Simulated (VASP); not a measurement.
A run of VASP 6.6.1 is set up as follows.

The input INCAR:

```
SYSTEM = Re
PREC = Accurate ; ENCUT = 600
EDIFF = 1E-7 ; ISMEAR = -1
SIGMA = 0.1 ; LREAL = .FALSE.
LASPH = .TRUE. ; NELM = 60
ALGO = Normal ; ISIF = 3
LWAVE = .FALSE. ; LCHARG = .FALSE.
GGA = CA ; IBRION = 2
NSW = 32 ; EDIFFG = -0.005
PSTRESS = -48.0
```

The input KPOINTS:

```
Automatic mesh
0
G
  13 13 13
  0 0 0
```

Contents of POSCAR:

```
Re
1.0
    0.0000000000      2.8041754770      2.8041754770
    2.8041754770      0.0000000000      2.8041754770
    2.8041754770      2.8041754770      0.0000000000
Re
2
Direct
   -0.1250000000     -0.1250000000     -0.1250000000
    0.1250000000      0.1250000000      0.1250000000
```

Potentials or basis: VASP PAW LDA potentials, release 64 (Re).

Command:

```bash
$ cat potpaw_LDA.64/Re/POTCAR > POTCAR
$ mpirun -np 1 vasp_std > vasp.out
```

(1) What does it give for the space group after relaxing (to 0.1 Å)?

(2) Predict the relaxed cell.

Results:

(1) Fd-3m (No. 227).

(2) a = 3.957 Å, b = 3.957 Å, c = 3.957 Å, α = 60.00°, β = 60.00°, γ = 60.00°.
